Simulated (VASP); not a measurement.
# PbS (Fm-3m) in VASP: notebook

PbS is run at these levels: r2SCAN; tasks: single point.

All numbers are computed with VASP 6.6.1; they aren't measurements. Logs are shortened: lines on timing, memory, paths and dates and some standing lists are left out, and cuts for length are marked.

**1. The cell of the first run**

It takes space group Fm-3m (No. 225, cubic). Conventional cell: a = 5.634 Å, b = 5.634 Å, c = 5.634 Å, α = 90.00°, β = 90.00°, γ = 90.00°. Pb (site symmetry m-3m) has 6 S at 2.82 Å within 3.7 Å. S (site symmetry m-3m) has 6 Pb at 2.82 Å within 3.7 Å.

**2. Single point, r2SCAN (strain -0.050 along x and y, -0.050 along z)**

File POSCAR:

```
PbS
1.0
    0.0000000000      2.8167500000      2.8167500000
    2.8167500000      0.0000000000      2.8167500000
    2.8167500000      2.8167500000      0.0000000000
Pb S
1 1
Direct
    0.0000000000      0.0000000000      0.0000000000
    0.5000000000      0.5000000000      0.5000000000
```

File INCAR.step1:

```
PREC = Accurate ; ENCUT = 550
ISMEAR = 0 ; SIGMA = 0.05
LREAL = False ; LASPH = True
NELM = 120 ; NBANDS = 17
GGA = PE ; ALGO = Normal
EDIFF = 1E-5 ; LWAVE = True
LCHARG = False ; GGA_COMPAT = False
```

File INCAR.step2:

```
PREC = Accurate ; ENCUT = 550
EDIFF = 1E-6 ; ISMEAR = 0
SIGMA = 0.05 ; LREAL = False
LASPH = True ; NELM = 120
ALGO = Normal ; ISIF = 2
LWAVE = False ; LCHARG = True
METAGGA = R2SCAN ; LMIXTAU = True
LELF = True ; LVHAR = True
NBANDS = 17 ; ISTART = 1
GGA_COMPAT = False
```

File KPOINTS:

```
Automatic mesh
0
Gamma
  8 8 8
```

Potentials or basis: VASP PAW PBE potentials, release 64 (Pb_d, S).

The run is started by

```bash
cat potpaw_PBE.64/Pb_d/POTCAR potpaw_PBE.64/S/POTCAR > POTCAR
cp INCAR.step1 INCAR
mpirun -np 1 vasp_std > vasp.out
cp INCAR.step2 INCAR
mpirun -np 1 vasp_std > vasp.out
```

OUTCAR:

```text
PREC = Accurate
   ENCUT = 550
   EDIFF = 1E-6
   ISMEAR = 0
   LREAL = False
   LASPH = True
   NELM = 120
   ISIF = 2
   METAGGA = R2SCAN
   ISTART = 1

 ion  position               nearest neighbor table
   1  0.000  0.000  0.000-   2 2.82   2 2.82   2 2.82   2 2.82   2 2.82   2 2.82
   2  0.500  0.500  0.500-   1 2.82   1 2.82   1 2.82   1 2.82   1 2.82   1 2.82

  LATTYP: Found a face centered cubic cell.
 ALAT       =     5.6335000000

  Lattice vectors:

 A1 = (   0.0000000000,   2.8167500000,   2.8167500000)
 A2 = (   2.8167500000,   0.0000000000,   2.8167500000)
 A3 = (   2.8167500000,   2.8167500000,   0.0000000000)

Analysis of symmetry for initial positions (statically):
=====================================================================
 Subroutine PRICEL returns:
 Original cell was already a primitive cell.

 Routine SETGRP: Setting up the symmetry group for a
 face centered cubic supercell.

 Subroutine GETGRP returns: Found 48 space group operations
 (whereof 48 operations were pure point group operations)
 out of a pool of 48 trial point group operations.

The static configuration has the point symmetry O_h .

Analysis of symmetry for dynamics (positions and initial velocities):
=====================================================================
 Subroutine PRICEL returns:
 Original cell was already a primitive cell.

 Routine SETGRP: Setting up the symmetry group for a
 face centered cubic supercell.

 Subroutine GETGRP returns: Found 48 space group operations
 (whereof 48 operations were pure point group operations)
 out of a pool of 48 trial point group operations.

The dynamic configuration has the point symmetry O_h .

 Subroutine INISYM returns: Found 48 space group operations
 (whereof 48 operations are pure point group operations),
 and found     1 'primitive' translations

----------------------------------------------------------------------------------------

                                     Primitive cell

  volume of cell :      44.6966

  direct lattice vectors                    reciprocal lattice vectors
     0.000000000  2.816750000  2.816750000    -0.177509541  0.177509541  0.177509541
     2.816750000  0.000000000  2.816750000     0.177509541 -0.177509541  0.177509541
     2.816750000  2.816750000  0.000000000     0.177509541  0.177509541 -0.177509541

  length of vectors
     3.983486052  3.983486052  3.983486052     0.307455544  0.307455544  0.307455544

  position of ions in fractional coordinates (direct lattice)
     0.000000000  0.000000000  0.000000000
     0.500000000  0.500000000  0.500000000

  ion indices of the primitive-cell ions
   primitive index   ion index
                 1           1
                 2           2

----------------------------------------------------------------------------------------

 KPOINTS: Automatic mesh

Automatic generation of k-mesh.
 Grid dimensions read from file:
 generate k-points for:    8    8    8

 Generating k-lattice:

  Cartesian coordinates                     Fractional coordinates (reciprocal lattice)
    -0.022188693  0.022188693  0.022188693     0.125000000  0.000000000  0.000000000
     0.022188693 -0.022188693  0.022188693     0.000000000  0.125000000  0.000000000
     0.022188693  0.022188693 -0.022188693     0.000000000  0.000000000  0.125000000

  Length of vectors
     0.038431943  0.038431943  0.038431943

  Shift w.r.t. Gamma in fractional coordinates (k-lattice)
     0.000000000  0.000000000  0.000000000

 Subroutine IBZKPT returns following result:
 ===========================================

 Found     29 irreducible k-points:

 Following reciprocal coordinates:
            Coordinates               Weight
  0.000000  0.000000  0.000000      1.000000
  0.125000  0.000000  0.000000      8.000000
  0.250000  0.000000  0.000000      8.000000
  0.375000  0.000000  0.000000      8.000000
  0.500000  0.000000  0.000000      4.000000
  0.125000  0.125000  0.000000      6.000000
[... 16 lines left out ...]
  0.500000  0.250000  0.125000     48.000000
 -0.375000  0.250000  0.125000     24.000000
 [... further k-points ...]
   k-points           NKPTS =     29   k-points in BZ     NKDIM =     29   number of bands    NBANDS=     17
   number of dos      NEDOS =    301   number of ions     NIONS =      2
   total plane-waves  NPLWV =  27000
   dimension x,y,z NGX =    30 NGY =   30 NGZ =   30
   dimension x,y,z NGXF=    60 NGYF=   60 NGZF=   60
   ions per type =               1   1
   NGX,Y,Z   is equivalent  to a cutoff of  12.52, 12.52, 12.52 a.u.
   NGXF,Y,Z  is equivalent  to a cutoff of  25.04, 25.04, 25.04 a.u.
 SYSTEM =  unknown system
   PREC   = accura    normal or accurate (medium, high low for compatibility)
   ISTART =      1    job   : 0-new  1-cont  2-samecut
   ICHARG =      0    charge: 1-file 2-atom 10-const
   ISPIN  =      1    spin polarized calculation?
   LNONCOLLINEAR =      F non collinear calculations
   LSORBIT =      F    spin-orbit coupling
   LASPH  =      T    aspherical Exc in radial PAW
   ENCUT  =  550.0 eV  40.42 Ry    6.36 a.u.   7.62  7.62  7.62*2*pi/ulx,y,z
   NELM   =    120;   NELMIN=  2; NELMDL=  0     # of ELM steps
   EDIFF  = 0.1E-05   stopping-criterion for ELM
   LREAL  =      F    real-space projection
   EDIFFG = 0.1E-04   stopping-criterion for IOM
   NSW    =      0    number of steps for IOM
   IBRION =     -1    ionic relax: 0-MD 1-quasi-New 2-CG
   NFREE  =      0    steps in history (QN), initial steepest desc. (CG)
   ISIF   =      2    stress and relaxation
   ISYM   =      2    0-nonsym 1-usesym 2-fastsym
   POTIM  = 0.5000    time-step for ionic-motion
   TEBEG  =    0.0;   TEEND  =   0.0 temperature during run
   PSTRESS=    0.0 pullay stress
   NELECT =      20.0000    total number of electrons
   NUPDOWN=      -1.0000    fix difference up-down
   EMIN   =  10.00;   EMAX   =-10.00  energy-range for DOS
   EFERMI =   0.00;   METHOD = LEGACY
   ISMEAR =     0;   SIGMA  =   0.05  broadening in eV -4-tet -1-fermi 0-gaus
   EFERMI_NEDOS =   21; number of points for ismear=-14 and -15
   IALGO  =     38    algorithm
   IMIX   =      4    mixing-type and parameters
     AMIX     =   0.40;   BMIX     =  1.00
     AMIX_MAG =   1.60;   BMIX_MAG =  1.00
  volume/ion in A,a.u.               =      22.35       150.81
  Fermi-wavevector in a.u.,A,eV,Ry     =   1.252160  2.366239 21.332642  1.567905
  Thomas-Fermi vector in A             =   2.386074
   LORBIT       =      0    0 simple, 1 ext, 2 COOP (PROOUT), +10 PAW based schemes
   METAGGA = R2SCAN    functional components
   LHFCALC =     F    Hartree Fock is set to
   AEXX    =    0.0000 exact exchange contribution
   IVDW    =     0    specifies the selected vdW correction
   LEPSILON=     F    determine dielectric tensor
   LRPA    =     F    only Hartree local field effects (RPA)
 non-spin polarized calculation
 Gauss-broadening in eV      SIGMA  =   0.05
  energy-cutoff  :      550.00
  volume of cell :       44.70
 maximum number of plane-waves:      1363
   NGX = 15   NGY = 15   NGZ = 15

 number of electron      20.0000003 magnetization

 Free energy of the ion-electron system (eV)
  ---------------------------------------------------
  ext. energy  EPLUGINS =         0.00000000
  ---------------------------------------------------
  free energy    TOTEN  =       -65.26884228 eV

  energy without entropy =      -65.26875122  energy(sigma->0) =      -65.26879675

 E-fermi :   8.1781     XC(G=0): -11.0702

 val. band max:        8.1152685914   @ k =   0.5000   0.0000   0.0000
 cond. band min:       8.2408484692   @ k =   0.5000   0.0000   0.0000
 fundamental gap:      0.1255798778
 Fermi energy:         8.1780585300

 k-point     1 :       0.0000    0.0000    0.0000
  band No.  band energies     occupation
      1      -9.8710      2.00000
      2      -9.8710      2.00000
      3      -9.8710      2.00000
      4      -9.8643      2.00000
      5      -9.8643      2.00000
      6      -7.8893      2.00000
[... 9 lines left out ...]
     16      14.6197      0.00000
     17      16.5280      0.00000

 k-point     2 :       0.1250    0.0000    0.0000
  band No.  band energies     occupation
      1      -9.8756      2.00000
      2      -9.8756      2.00000
      3      -9.8706      2.00000
      4      -9.8575      2.00000
      5      -9.8575      2.00000
      6      -7.7173      2.00000
[... 9 lines left out ...]
     16      15.0923      0.00000
     17      18.0383      0.00000

 k-point     3 :       0.2500    0.0000    0.0000
  band No.  band energies     occupation
      1      -9.8989      2.00000
      2      -9.8988      2.00000
      3      -9.8712      2.00000
      4      -9.8288      2.00000
      5      -9.8288      2.00000
      6      -7.2321      2.00000
[... 9 lines left out ...]
     16      16.0113      0.00000
     17      20.7409      0.00000

 k-point     4 :       0.3750    0.0000    0.0000
  band No.  band energies     occupation
      1      -9.9222      2.00000
      2      -9.9222      2.00000
      3      -9.8731      2.00000
      4      -9.7996      2.00000
      5      -9.7996      2.00000
      6      -6.5792      2.00000
[... 9 lines left out ...]
     16      17.3120      0.00000
     17      21.0494      0.00000
[... 343 lines left out ...]
      1      -9.9879      2.00000
      2      -9.8797      2.00000
      3      -9.8751      2.00000
      4      -9.8192      2.00000
      5      -9.8103      2.00000
      6      -6.7550      2.00000
[... 9 lines left out ...]
     16      18.3535      0.00000
     17      18.8651      0.00000

 k-point    23 :       0.5000    0.2500    0.1250
  band No.  band energies     occupation
      1     -10.0260      2.00000
      2      -9.8920      2.00000
      3      -9.8650      2.00000
      4      -9.8149      2.00000
      5      -9.7925      2.00000
      6      -6.1270      2.00000
[... 9 lines left out ...]
     16      18.8452      0.00000
     17      20.1852      0.00000

 k-point    24 :      -0.3750    0.2500    0.1250
  band No.  band energies     occupation
      1     -10.0394      2.00000
      2      -9.9005      2.00000
      3      -9.8511      2.00000
      4      -9.8231      2.00000
      5      -9.7828      2.00000
      6      -5.7913      2.00000
[... 9 lines left out ...]
     16      19.3506      0.00000
     17      19.9737      0.00000

 [... further k-points ...]

------------------------ aborting loop because EDIFF is reached ----------------------------------------

  FORCE on cell =-STRESS in cart. coord.  units (eV):
  Direction    XX          YY          ZZ          XY          YZ          ZX
  --------------------------------------------------------------------------------------
  -------------------------------------------------------------------------------------
  Total        4.0580093      4.0580093      4.0580093      0.0000000      0.0000000      0.0000000
  in kB      145.4617189    145.4617189    145.4617189      0.0000000      0.0000000      0.0000000
  external PRESSURE =     145.4617189 kB  Pullay stress =       0.0000000 kB

 VOLUME and BASIS-vectors are now :
 -----------------------------------------------------------------------------
  energy-cutoff  :      550.00
  volume of cell :       44.70
      direct lattice vectors                 reciprocal lattice vectors
     0.000000000  2.816750000  2.816750000    -0.177509541  0.177509541  0.177509541
     2.816750000  0.000000000  2.816750000     0.177509541 -0.177509541  0.177509541
     2.816750000  2.816750000  0.000000000     0.177509541  0.177509541 -0.177509541

 POSITION                                       TOTAL-FORCE (eV/Angst)
 -----------------------------------------------------------------------------------
      0.00000      0.00000      0.00000         0.000000     -0.000000     -0.000000
      2.81675      2.81675      2.81675        -0.000000      0.000000      0.000000
 -----------------------------------------------------------------------------------
    total drift:                               -0.000000      0.000000      0.000000

  FREE ENERGIE OF THE ION-ELECTRON SYSTEM (eV)
  ---------------------------------------------------
  free  energy   TOTEN  =       -65.2688422766 eV

  energy  without entropy=      -65.2687512183  energy(sigma->0) =      -65.26879675
```

Wall time 45 s (1 thread of AMD EPYC 9R45 (Zen 5), shared host); peak memory 0.15 GiB.

Results:

| Property | Result |
| --- | --- |
| Free energy | -65.2688 eV |
| Pressure | 14.5 GPa |
| Band gap on the k mesh | 0.13 eV |

Caveat: the cell differs from its parent crystal (strain -0.050 along x and y, -0.050 along z); the cell stands under pressure; the PAW data sets were made with another functional, which shifts forces and pressure a little; spin-orbit coupling is left out, which moves the levels of the heavy elements.

**3. Single point, r2SCAN (strain -0.025 along x and y, -0.025 along z)**

File POSCAR:

```
PbS
1.0
    0.0000000000      2.8908750000      2.8908750000
    2.8908750000      0.0000000000      2.8908750000
    2.8908750000      2.8908750000      0.0000000000
Pb S
1 1
Direct
    0.0000000000      0.0000000000      0.0000000000
    0.5000000000      0.5000000000      0.5000000000
```

File INCAR.step1:

```
SYSTEM = PbS
PREC     = Accurate       ! precision mode
ENCUT    = 550            ! plane-wave cutoff, eV
ISMEAR   = 0              ! smearing method
SIGMA    = 0.05           ! smearing width, eV
LREAL    = .False.        ! projectors in reciprocal space
LASPH    = .True.         ! aspherical terms in the spheres
NELM     = 120            ! most SCF steps
NBANDS   = 17             ! bands
GGA      = PE             ! functional
ALGO     = Normal         ! electronic algorithm
EDIFF    = 1E-5           ! SCF threshold, eV
LWAVE    = .True.         ! write WAVECAR
LCHARG   = .False.        ! write CHGCAR
GGA_COMPAT= .False.
```

File INCAR.step2:

```
SYSTEM = PbS
PREC     = Accurate       ! precision mode
ENCUT    = 550            ! plane-wave cutoff, eV
EDIFF    = 1E-6           ! SCF threshold, eV
ISMEAR   = 0              ! smearing method
SIGMA    = 0.05           ! smearing width, eV
LREAL    = .False.        ! projectors in reciprocal space
LASPH    = .True.         ! aspherical terms in the spheres
NELM     = 120            ! most SCF steps
ALGO     = Normal         ! electronic algorithm
ISIF     = 2              ! what is computed and relaxed
LWAVE    = .False.        ! write WAVECAR
LCHARG   = .False.        ! write CHGCAR
METAGGA  = R2SCAN         ! meta-GGA
LMIXTAU  = .True.       
NBANDS   = 17             ! bands
ISTART   = 1            
GGA_COMPAT= .False.
```

File KPOINTS:

```
Automatic mesh
0
Gamma
  8 8 8
  0 0 0
```

Potentials or basis: VASP PAW PBE potentials, release 64 (Pb_d, S).

The run is started by

```bash
cat potpaw_PBE.64/Pb_d/POTCAR potpaw_PBE.64/S/POTCAR > POTCAR
cp INCAR.step1 INCAR
mpirun -np 1 vasp_std > vasp.out
cp INCAR.step2 INCAR
mpirun -np 1 vasp_std > vasp.out
```

It took 52 s on 1 thread of AMD EPYC 9R45 (Zen 5), shared host; peak memory 0.17 GiB.

The run converged. Its results:

| Quantity | Value |
| --- | --- |
| Free energy | -65.5101 eV |
| Pressure | 7.0 GPa |
| Band gap on the k mesh | 0.29 eV |

Levels at points of the mesh, in eV from the valence-band top:
| k point | band 7 | band 8 | band 9 | band 10 | band 11 | band 12 | band 13 | band 14 |
| --- | --- | --- | --- | --- | --- | --- | --- | --- |
| (0.00, 0.00, 0.00) | -6.07 | -2.89 | -2.89 | -2.89 | 5.66 | 5.66 | 5.66 | 6.79 |
| (0.50, 0.00, 0.00) | -9.76 | -2.41 | -2.41 | 0.00 | 0.29 | 1.85 | 1.85 | 9.15 |
| (0.50, 0.50, 0.00) | -7.63 | -6.24 | -4.30 | -4.30 | 3.67 | 6.16 | 6.28 | 6.28 |

Caveat: the cell differs from its parent crystal (strain -0.025 along x and y, -0.025 along z); the cell stands under pressure; the PAW data sets were made with another functional, which shifts forces and pressure a little; spin-orbit coupling is left out, which moves the levels of the heavy elements. A k mesh can miss the band edges.
